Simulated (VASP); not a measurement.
Wanted: the native input for a VASP 6.6.1 run.

```
Task                   : electric field gradients
Functional             : PBE
Potentials or basis    : VASP PAW PBE potentials, release 64 (P, In_d)
Cutoff                 : 520 eV
k mesh                 : 10 × 10 × 10
Occupations            : fermi-dirac, width 0.03 eV
Spin                   : no spin polarisation
Dipole correction      : no
Further INCAR settings : ALGO = Normal; EDIFF = 1e-08; NBANDS = 30
```

The structure of In3P (D03 type) lies in POSCAR:

```
In3P
1.0
    0.0000000000      3.6718924000      3.6718924000
    3.6718924000      0.0000000000      3.6718924000
    3.6718924000      3.6718924000      0.0000000000
P In
1 3
Direct
    0.0000000000      0.0000000000      0.0000000000
    0.5000000000      0.5000000000      0.5000000000
    0.2500000000      0.2500000000      0.2500000000
    0.7500000000      0.7500000000      0.7500000000
```

The input as run:

INCAR

```
SYSTEM = In3P
ALGO     = Normal         ! electronic algorithm
EDIFF    = 1E-8           ! SCF threshold, eV
ENCUT    = 520            ! plane-wave cutoff, eV
GGA      = PE             ! functional
ISIF     = 2              ! what is computed and relaxed
ISMEAR   = -1             ! smearing method
LASPH    = .True.         ! aspherical terms in the spheres
LCHARG   = .False.        ! write CHGCAR
LEFG     = .True.       
LREAL    = .False.        ! projectors in reciprocal space
LWAVE    = .False.        ! write WAVECAR
NBANDS   = 30             ! bands
NELM     = 100            ! most SCF steps
PREC     = Accurate       ! precision mode
SIGMA    = 0.03           ! smearing width, eV
```

KPOINTS

```
k-points
0
Gamma
  10 10 10
  0 0 0
```

Potentials or basis: VASP PAW PBE potentials, release 64 (P, In_d).

Launch:

```sh
$ cat potpaw_PBE.64/P/POTCAR potpaw_PBE.64/In_d/POTCAR > POTCAR
$ mpirun -np 1 vasp_std > vasp.out
```

Results of the run:

| Property | Result |
| --- | --- |
| Pressure | 0.0 GPa |
| Band gap on the k mesh | zero (bands 22 and 23 overlap by 2.20 eV) |
| Largest electric field gradient by atom | under 0.05 V/Å² on every atom |

Caveat: spin-orbit coupling is left out, which moves the levels of the heavy elements.

Wall time 5.2 min on 1 thread of Intel Xeon 8259CL (shared host), peak memory 0.3 GiB.
